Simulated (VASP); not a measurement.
Write the native input for VASP 6.6.1 that does the following.

| Quantity | Value |
| --- | --- |
| Task | single point |
| Functional | PBE |
| Potentials or basis | VASP PAW PBE potentials, release 64 (Ag) |
| Cutoff | 520 eV |
| k mesh | 15 × 15 × 8 |
| Occupations | fermi-dirac, width 0.05 eV |
| Spin | no spin polarisation |
| Dipole correction | no |
| Further INCAR settings | ALGO = Normal; EDIFF = 1e-07; NBANDS = 18 |

The structure of Ag lies in POSCAR:

```
Ag
1.0
    2.7982190965      0.0000000000      0.0000000000
   -1.3991095483      2.4233288230      0.0000000000
    0.0000000000      0.0000000000      4.6343467518
Ag
2
Direct
    0.3333333333      0.6666666667      0.2500000000
    0.6666666667      0.3333333333      0.7500000000
```

This cell differs from its parent crystal: volume scaled by 0.88.

One way to write it, as run:

INCAR

```
ALGO = Normal
EDIFF = 1E-7
ENCUT = 520
GGA = PE
ISIF = 2
ISMEAR = -1
LASPH = True
LCHARG = True
LELF = True
LREAL = False
LVHAR = True
LWAVE = False
NBANDS = 18
NELM = 80
PREC = Accurate
SIGMA = 0.05
```

KPOINTS

```
k-points
0
Gamma
  15 15 8
```

Potentials or basis: VASP PAW PBE potentials, release 64 (Ag).

The run is started by

```console
$ cat potpaw_PBE.64/Ag/POTCAR > POTCAR
$ mpirun -np 1 vasp_std > vasp.out
```

It gave:

```json
{
  "Pressure": "16.5 GPa",
  "Band gap on the k mesh": "zero (band 11 reaches 14.02 eV, above the bottom of band 12 at 6.08 eV)"
}
```

Run time: 47 s on 1 thread of AMD EPYC 9R45 96-Core Processor (Zen 5), on a shared host, peak memory 0.17 GiB.
